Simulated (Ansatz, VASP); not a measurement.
ZrC in VASP and in Ansatz

```
CELL_PARAMETERS angstrom
-2.32968 0.07062 -2.34197
-2.30298 -2.36749 0.04392
-4.71552 2.43311 2.32752
ATOMIC_POSITIONS crystal
Zr 0.29077 0.31178 0.24153
Zr 0.78173 0.71353 0.69816
C 0.92467 0.96127 0.03365
C 0.50282 0.51342 0.52666
```

Change from the starting cell: cell x2, atoms moved at random (sigma 0.15 Å) and cell strained at random (1.5 %), then relaxed without symmetry.

Alike in both runs: task relaxation of cell and atoms; functional PBE; k mesh 8 × 8 × 8; occupations gaussian, width 0.2 eV; no spin polarisation.

|  | VASP | Ansatz |
| --- | --- | --- |
| version | VASP 6.6.1 | Ansatz 0.2.0 |
| potentials or method | VASP PAW PBE potentials, release 64 (Zr_sv, C), cutoff 600 eV | scalar-relativistic, plane waves, PAW |
| valence electrons in the cell | 32 | 32 |

```tsv
	VASP	Ansatz	Ansatz less VASP
gap on the k mesh at the Fermi level, each at its own relaxed structure (eV)	none	none	-
relaxed volume (Å³/atom)	13.06	13.05	-0.005
relaxed cell length with the largest relative difference (Å)	5.764	5.763	-0.0013
```

A gap of «none» marks a metal or a gap that the smearing closes.
